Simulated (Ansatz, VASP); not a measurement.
# One calculation of Se, two programs

The input INCAR:

```
SYSTEM = Se
  PREC = Accurate
  ENCUT = 520
  EDIFF = 1E-8
  ISMEAR = -1
  SIGMA = 0.03
  LREAL = .FALSE.
  LASPH = .TRUE.
  NELM = 60
  ALGO = Normal
  ISIF = 2
  LWAVE = .FALSE.
  LCHARG = .FALSE.
  GGA = PE
  LEFG = .TRUE.
  NBANDS = 9
```

File KPOINTS:

```
regular mesh
0
G
  16 16 16
  0 0 0
```

Contents of POSCAR:

```
Se
1.0
    0.0000000000      2.1805932987      2.1805932987
    2.1805932987      0.0000000000      2.1805932987
    2.1805932987      2.1805932987      0.0000000000
Se
1
Direct
    0.0000000000      0.0000000000      0.0000000000
```

Input for Ansatz:

```yaml
crystal:
  lattice:
    - [0.0, 2.1805932987, 2.1805932987]
    - [2.1805932987, 0.0, 2.1805932987]
    - [2.1805932987, 2.1805932987, 0.0]
  atoms:
    - { symbol: Se, position: [0.0, 0.0, 0.0] }
kpoints:
  mp_grid: { grid: [16, 16, 16] }
scf:
  occupations: { method: fermi_dirac, width: 0.03 }
hamiltonian:
  xc: pbe
  pseudopotentials: { kind: paw }
output:
  forces: true
  stress: true
  eigenvalues: true
  efg: { contact_densities: true }
```

Change from the starting cell: volume scaled by 1.02, PAW files.

Alike in both runs: task electric field gradients; functional PBE; k mesh 16 × 16 × 16; occupations fermi-dirac, width 0.03 eV; no spin polarisation.

```csv
,VASP,Ansatz
version,VASP 6.6.1,Ansatz 0.2.0
potentials or method,"VASP PAW PBE potentials, release 64 (Se)","PAW with Ansatz's default frozen-core files, scalar-relativistic"
plane-wave cutoff (eV),520,420
valence electrons in the cell,6,16
```

|  | VASP | Ansatz | Ansatz less VASP |
| --- | --- | --- | --- |
| pressure (GPa) | -1.3 | -1.3 | 0.00 |

VASP's potentials hold 6 valence electrons a cell and Ansatz's 16, so a difference there can come from the potentials and not from the codes.
